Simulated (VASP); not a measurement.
A run of VASP 6.6.1 is set up as follows.

The input INCAR:

```
SYSTEM = HgTe
ALGO     = Normal         ! electronic algorithm
EDIFF    = 1E-7           ! SCF threshold, eV
ENCUT    = 520            ! plane-wave cutoff, eV
GGA      = PS             ! functional
ISIF     = 2              ! what is computed and relaxed
ISMEAR   = 0              ! smearing method
LASPH    = .True.         ! aspherical terms in the spheres
LCHARG   = .False.        ! write CHGCAR
LREAL    = .False.        ! projectors in reciprocal space
LWAVE    = .False.        ! write WAVECAR
NBANDS   = 16             ! bands
NELM     = 100            ! most SCF steps
PREC     = Accurate       ! precision mode
SIGMA    = 0.1            ! smearing width, eV
```

The input KPOINTS:

```
k-points
0
Gamma
  12 12 12
  0 0 0
```

POSCAR

```
HgTe
1.0
    0.0000000000      3.2145000000      3.2145000000
    3.2145000000      0.0000000000      3.2145000000
    3.2145000000      3.2145000000      0.0000000000
Hg Te
1 1
Direct
    0.0000000000      0.0000000000      0.0000000000
    0.2500000000      0.2500000000      0.2500000000
```

Potentials or basis: VASP PAW PBE potentials, release 64 (Hg, Te).

Command:

```console
$ cat potpaw_PBE.64/Hg/POTCAR potpaw_PBE.64/Te/POTCAR > POTCAR
$ mpirun -np 1 vasp_std > vasp.out
```

Question: Estimate the band gap on the k mesh.

Answer: Zero (filled and empty bands touch).

Question: Estimate the pressure.

Answer: 1.9 GPa.

Caveat: the PAW data sets were made with another functional, which shifts forces and pressure a little; spin-orbit coupling is left out, which moves the levels of the heavy elements.
